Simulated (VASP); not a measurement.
# MoSe (F-43m) in VASP: a series of runs, part 2 of 2

VASP 6.6.1. Earlier steps stand in the parts before.

### 3 Single point, revPBE, collinear spin

INCAR reads:

```
SYSTEM = MoSe
ALGO     = Normal         ! electronic algorithm
EDIFF    = 1E-6           ! SCF threshold, eV
ENCUT    = 520            ! plane-wave cutoff, eV
GGA      = RE             ! functional
ISIF     = 2              ! what is computed and relaxed
ISMEAR   = 0              ! smearing method
ISPIN    = 2              ! spin polarisation
LASPH    = .TRUE.         ! aspherical terms in the spheres
LCHARG   = .FALSE.        ! write CHGCAR
LMAXMIX  = 4              ! l up to which the mixer works
LORBIT   = 11             ! projections on sites
LREAL    = .FALSE.        ! projectors in reciprocal space
LWAVE    = .FALSE.        ! write WAVECAR
MAGMOM   = 3 0            ! initial moments
NBANDS   = 21             ! bands
NELM     = 150            ! most SCF steps
PREC     = Accurate       ! precision mode
SIGMA    = 0.05           ! smearing width, eV
```

KPOINTS reads:

```
k-points
0
G
  10 10 10
  0 0 0
```

POSCAR reads:

```
MoSe
1.0
    0.0000000000      2.8314484773      2.8314484773
    2.8314484773      0.0000000000      2.8314484773
    2.8314484773      2.8314484773      0.0000000000
Mo Se
1 1
Direct
    0.0000000000      0.0000000000      0.0000000000
    0.2500000000      0.2500000000      0.2500000000
```

Potentials or basis: VASP PAW PBE potentials, release 64 (Mo_sv, Se).

Started as:

```console
> cat potpaw_PBE.64/Mo_sv/POTCAR potpaw_PBE.64/Se/POTCAR > POTCAR
> mpirun -np 1 vasp_std > vasp.out
```

OUTCAR:

```text
SYSTEM = MoSe
   EDIFF = 1E-6
   ENCUT = 520
   GGA = RE
   ISIF = 2
   ISMEAR = 0
   ISPIN = 2
   LASPH = .TRUE.
   LORBIT = 11
   LREAL = .FALSE.
   NELM = 150
   PREC = Accurate

 ion  position               nearest neighbor table
   1  0.000  0.000  0.000-   2 2.45   2 2.45   2 2.45   2 2.45
   2  0.250  0.250  0.250-   1 2.45   1 2.45   1 2.45   1 2.45

  LATTYP: Found a face centered cubic cell.
 ALAT       =     5.6628969546

  Lattice vectors:

 A1 = (   0.0000000000,   2.8314484773,   2.8314484773)
 A2 = (   2.8314484773,   0.0000000000,   2.8314484773)
 A3 = (   2.8314484773,   2.8314484773,   0.0000000000)

Analysis of symmetry for initial positions (statically):
=====================================================================
 Subroutine PRICEL returns:
 Original cell was already a primitive cell.

 Routine SETGRP: Setting up the symmetry group for a
 face centered cubic supercell.

 Subroutine GETGRP returns: Found 24 space group operations
 (whereof 24 operations were pure point group operations)
 out of a pool of 48 trial point group operations.

The static configuration has the point symmetry T_d .

Analysis of symmetry for dynamics (positions and initial velocities):
=====================================================================
 Subroutine PRICEL returns:
 Original cell was already a primitive cell.

 Routine SETGRP: Setting up the symmetry group for a
 face centered cubic supercell.

 Subroutine GETGRP returns: Found 24 space group operations
 (whereof 24 operations were pure point group operations)
 out of a pool of 48 trial point group operations.

The dynamic configuration has the point symmetry T_d .

Analysis of structural, dynamic, and magnetic symmetry:
=====================================================================
 Subroutine PRICEL returns:
 Original cell was already a primitive cell.

 Routine SETGRP: Setting up the symmetry group for a
 face centered cubic supercell.

[... 139 lines left out ...]
 maximum number of plane-waves:      1243
 NGX is ok and might be reduce to    30
   NGX = 15   NGY = 15   NGZ = 15

 number of electron      19.9999999 magnetization       1.1915390

 Free energy of the ion-electron system (eV)
  ---------------------------------------------------
  ext. energy  EPLUGINS =         0.00000000
  ---------------------------------------------------
  free energy    TOTEN  =       -12.75838887 eV

  energy without entropy =      -12.75462694  energy(sigma->0) =      -12.75650790

 E-fermi :   6.4121     XC(G=0): -10.1980

 val. band max:        6.4115837761   @ k =  -0.3000   0.2000   0.0000
 cond. band min:       6.4202039521   @ k =   0.1000   0.1000   0.0000
 fundamental gap:      0.0086201760
 Fermi energy:         6.4121220088

 spin component 1

 k-point     1 :       0.0000    0.0000    0.0000
  band No.  band energies     occupation
      1     -54.8027      1.00000
      2     -28.9847      1.00000
      3     -28.9847      1.00000
      4     -28.9847      1.00000
      5      -8.3577      1.00000
      6       1.3715      1.00000
[... 565 lines left out ...]
     20      21.6724      0.00000
     21      22.5108      0.00000

 [... further k-points ...]

 spin component 2

 k-point     1 :       0.0000    0.0000    0.0000
  band No.  band energies     occupation
      1     -54.1471      1.00000
      2     -28.2561      1.00000
      3     -28.2561      1.00000
      4     -28.2561      1.00000
      5      -8.3220      1.00000
      6       1.5969      1.00000
[... 565 lines left out ...]
     20      21.9763      0.00000
     21      22.7341      0.00000

 [... further k-points ...]
[... 5 lines left out ...]
  --------------------------------------------------------------------------------------
  -------------------------------------------------------------------------------------
  Total        0.7505095      0.7505095      0.7505095      0.0000000      0.0000000     -0.0000000
  in kB       26.4856598     26.4856598     26.4856598      0.0000000      0.0000000     -0.0000000
  external PRESSURE =      26.4856598 kB  Pullay stress =       0.0000000 kB

 VOLUME and BASIS-vectors are now :
 -----------------------------------------------------------------------------
  energy-cutoff  :      520.00
  volume of cell :       45.40
      direct lattice vectors                 reciprocal lattice vectors
     0.000000000  2.831448477  2.831448477    -0.176588062  0.176588062  0.176588062
     2.831448477  0.000000000  2.831448477     0.176588062 -0.176588062  0.176588062
     2.831448477  2.831448477  0.000000000     0.176588062  0.176588062 -0.176588062

 POSITION                                       TOTAL-FORCE (eV/Angst)
 -----------------------------------------------------------------------------------
      0.00000      0.00000      0.00000        -0.000000      0.000000     -0.000000
      1.41572      1.41572      1.41572         0.000000     -0.000000      0.000000
 -----------------------------------------------------------------------------------
    total drift:                                0.000000      0.000000      0.000000

  FREE ENERGIE OF THE ION-ELECTRON SYSTEM (eV)
  ---------------------------------------------------
  free  energy   TOTEN  =       -12.7583888674 eV

  energy  without entropy=      -12.7546269393  energy(sigma->0) =      -12.75650790

 total charge

# of ion       s       p       d       tot
------------------------------------------
    1        2.260   6.104   4.082  12.447
    2        1.427   2.422   0.133   3.982
--------------------------------------------------
tot          3.687   8.526   4.216  16.429

 magnetization (x)

# of ion       s       p       d       tot
------------------------------------------
    1        0.029   0.011   1.017   1.057
    2       -0.005  -0.033   0.019  -0.018
--------------------------------------------------
tot          0.024  -0.022   1.037   1.039
```

stdout:

```text
POSCAR found type information on POSCAR MoSe
 POSCAR found :  2 types and       2 ions
 scaLAPACK will be used
 -----------------------------------------------------------------------------
|                                                                             |
|                                                                             |
|     You enforced a specific xc type in the INCAR file but a different       |
|     I HOPE YOU KNOW WHAT YOU ARE DOING!                                     |
|                                                                             |
 -----------------------------------------------------------------------------

 LDA part: xc-table for (Slater+PW92), standard interpolation
 POSCAR, INCAR and KPOINTS ok, starting setup
 FFT: planning ... GRIDC
 FFT: planning ... GRID_SOFT
 FFT: planning ... GRID
 WAVECAR not read
 entering main loop
```

Wall time 81 s (1 thread of AMD EPYC 7R13 (Zen 3), shared host); peak memory 0.2 GiB.

Results:

```yaml
Free_energy: -12.7584 eV
Pressure: 2.6 GPa
Net_moment: 1.19 μB per cell
Site_moments: Mo +1.06; Se -0.02 μB
Valence_electrons_inside_the_program's_atomic_spheres: Mo 12.45; Se 3.98
```

Levels at points of the mesh, in eV from the Fermi level:
Spin up:
```csv
k point,band 8,band 9,band 10,band 11,band 12,band 13
"(0.00, 0.00, 0.00)",-5.04,-1.12,-1.12,1.17,4.03,4.03
"(0.50, 0.00, 0.00)",-4.68,-0.76,-0.76,-0.34,2.03,2.03
"(0.50, 0.50, 0.00)",-3.93,-1.67,-0.40,-0.38,0.44,0.44
```
Spin down:
| k point | band 5 | band 6 | band 7 | band 8 | band 9 | band 10 | band 11 | band 12 | band 13 | band 14 |
| --- | --- | --- | --- | --- | --- | --- | --- | --- | --- | --- |
| (0.00, 0.00, 0.00) | -14.73 | -4.82 | -4.82 | -4.82 | -0.06 | -0.06 | 1.39 | 4.33 | 4.33 | 4.33 |
| (0.50, 0.00, 0.00) | -14.11 | -5.51 | -4.42 | -4.42 | 0.15 | 0.23 | 0.23 | 2.40 | 2.40 | 3.99 |
| (0.50, 0.50, 0.00) | -13.90 | -5.91 | -3.79 | -3.79 | -1.30 | 0.49 | 0.77 | 0.91 | 0.91 | 6.04 |

Caveat: the PAW data sets were made with another functional, which shifts forces and pressure a little.
